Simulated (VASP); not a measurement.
Input of a VASP 6.6.1 run:

The input INCAR:

```
SYSTEM = Ge
ALGO = Normal
EDIFF = 1E-8
ENCUT = 520
GGA = PS
IBRION = 8
ISIF = 2
ISMEAR = 0
LASPH = .True.
LCHARG = .True.
LREAL = .False.
LWAVE = .False.
NELM = 80
NSW = 1
PREC = Accurate
SIGMA = 0.03
```

File KPOINTS:

```
k-points
0
Gamma
  6 6 4
  0 0 0
```

POSCAR

```
Ge
1.0
    3.9980518922      0.0000000000      0.0000000000
   -1.9990259461      3.4624145043      0.0000000000
    0.0000000000      0.0000000000      6.5935494637
Ge
4
Direct
    0.3333333333      0.6666666667      0.0628279702
    0.6666666667      0.3333333333      0.5628279702
    0.6666666667      0.3333333333      0.9371720298
    0.3333333333      0.6666666667      0.4371720298
```

Potentials or basis: VASP PAW PBE potentials, release 64 (Ge_d).

The run is started by

```sh
$ cat potpaw_PBE.64/Ge_d/POTCAR > POTCAR
$ mpirun -np 1 vasp_std > vasp.out
```

Q: What does it give for the highest phonon frequency at Γ?

A: 288 cm⁻¹.

Phonon frequencies in cm⁻¹ (negative: imaginary):
| q point | frequencies |
| --- | --- |
| (0.000, 0.000, 0.000) | 0 0 0 52 52 210 236 279 279 285 285 288 |
